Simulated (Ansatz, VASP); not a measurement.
# Two plane-wave programs on Ti2O

```xyz
6
Lattice="2.8865 0.0000 0.0000 -1.4432 2.4998 0.0000 0.0000 0.0000 9.9495" Properties=species:S:1:pos:R:3 pbc="T T T"
Ti    1.4432    0.8333    8.8370
Ti    0.0000    1.6665    3.8622
Ti    1.4432    0.8333    6.0872
Ti    0.0000    1.6665    1.1125
O     0.0000    0.0000    7.4621
O     0.0000    0.0000    2.4874
```

Alike in both runs: functional PBEsol; k mesh 12 × 12 × 4; occupations gaussian, width 0.1 eV; no spin polarisation.

Ansatz relaxed the structure, and its values are those at the end. VASP's run is a single point on that final structure, the one shown.

|  | VASP | Ansatz |
| --- | --- | --- |
| version | VASP 6.6.1 | Ansatz 0.2.0 |
| potentials or method | VASP PAW PBE potentials, release 64 (Ti_sv, O), cutoff 520 eV | scalar-relativistic, plane waves, PAW |
| valence electrons in the cell | 60 | 60 |

Ansatz gave:

* gap on the k mesh at the Fermi level (eV): none
* pressure (GPa): 0.0
* rms of the force components (eV/Å): 0.003

Which values does VASP return?

gap on the k mesh at the Fermi level (eV): none; pressure (GPa): 0.2; rms of the force components (eV/Å): 0.018.

VASP's potentials were made for PBE, not for PBEsol. A gap of «none» marks a metal or a gap that the smearing closes.
